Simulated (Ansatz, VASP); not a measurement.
Na in VASP and in Ansatz

Contents of INCAR:

```
SYSTEM = Na
PREC = Accurate
ENCUT = 600
EDIFF = 1E-6
ISMEAR = 0
SIGMA = 0.1
LREAL = .FALSE.
LASPH = .TRUE.
NELM = 80
ALGO = Normal
ISIF = 3
LWAVE = .FALSE.
LCHARG = .FALSE.
GGA = PS
IBRION = 2
NSW = 80
EDIFFG = -0.01
```

Contents of KPOINTS:

```
regular mesh
0
G
  14 14 14
  0 0 0
```

The input POSCAR:

```
Na
1.0
   -2.3413029243      2.3413029243      2.1751101826
    2.3413029243     -2.3413029243      2.1751101826
    2.3413029243      2.3413029243     -2.1751101826
Na
1
Direct
    0.0000000000      0.0000000000      0.0000000000
```

Input for Ansatz:

```yaml
crystal:
  lattice:
    - [-2.3413029243, 2.3413029243, 2.1751101826]
    - [2.3413029243, -2.3413029243, 2.1751101826]
    - [2.3413029243, 2.3413029243, -2.1751101826]
  atoms:
    - { symbol: Na, position: [0.0, 0.0, 0.0] }
basis:
  ecutwfc: 420
kpoints:
  mp_grid: { grid: [14, 14, 14] }
hamiltonian:
  xc: pbesol
scf:
  occupations: { method: gaussian, width: 0.1 }
output:
  forces: true
  stress: true
  eigenvalues: true
relax:
  adjacent_minimum: "off"
  f_tol: 0.01
  max_steps: 60
  cell: { stress_tol: 0.1 }
```

Alike in both runs: task relaxation of cell and atoms; functional PBEsol; k mesh 14 × 14 × 14; occupations gaussian, width 0.1 eV; no spin polarisation.

|  | VASP | Ansatz |
| --- | --- | --- |
| version | VASP 6.6.1 | Ansatz 0.2.0 |
| potentials or method | VASP PAW PBE potentials, release 64 (Na_pv), cutoff 600 eV | scalar-relativistic, plane waves, PAW |
| valence electrons in the cell | 7 | 9 |

|  | VASP | Ansatz | Ansatz less VASP |
| --- | --- | --- | --- |
| gap on the k mesh at the Fermi level, each at its own relaxed structure (eV) | none | none | - |
| relaxed volume (Å³/atom) | 36.13 | 36.44 | +0.312 |
| relaxed cell length with the largest relative difference (Å) | 3.609 | 3.620 | +0.0116 |

VASP's potentials were made for PBE, not for PBEsol. A gap of «none» marks a metal or a gap that the smearing closes. VASP's potentials hold 7 valence electrons a cell and Ansatz's 9, so a difference there can come from the potentials and not from the codes.

Noted on VASP's run: the volume moved by over 15 % at a fixed basis, so the end points are rough.
